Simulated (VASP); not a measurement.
Input of a VASP 6.6.1 run:

File INCAR:

```
SYSTEM = Zr
  PREC = Accurate
  ENCUT = 520
  EDIFF = 1E-7
  ISMEAR = -1
  SIGMA = 0.05
  LREAL = .FALSE.
  LASPH = .TRUE.
  NELM = 60
  ALGO = Normal
  ISIF = 2
  LWAVE = .FALSE.
  LCHARG = .FALSE.
  GGA = PE
  NBANDS = 19
```

KPOINTS

```
regular mesh
0
G
  15 15 8
  0 0 0
```

Contents of POSCAR:

```
Zr
1.0
    2.7505333549      0.0000000000      0.0000000000
   -1.3752666775      2.3820317593      0.0000000000
    0.0000000000      0.0000000000      4.8541728356
Zr
2
Direct
    0.3333333333      0.6666666667      0.2500000000
    0.6666666667      0.3333333333      0.7500000000
```

Potentials or basis: VASP PAW PBE potentials, release 64 (Zr_sv).

Command:

```bash
$ cat potpaw_PBE.64/Zr_sv/POTCAR > POTCAR
$ mpirun -np 1 vasp_std > vasp.out
```

Q: Predict the band gap on the k mesh.

A: Zero (bands 12 and 13 overlap by 1.48 eV).

Q: Predict the pressure.

A: 63.6 GPa.

Stress tensor (GPa, compression positive):
```
63.66  0.00  0.00
 0.00 63.66  0.00
 0.00  0.00 63.56
```

Caveat: the cell stands under pressure.
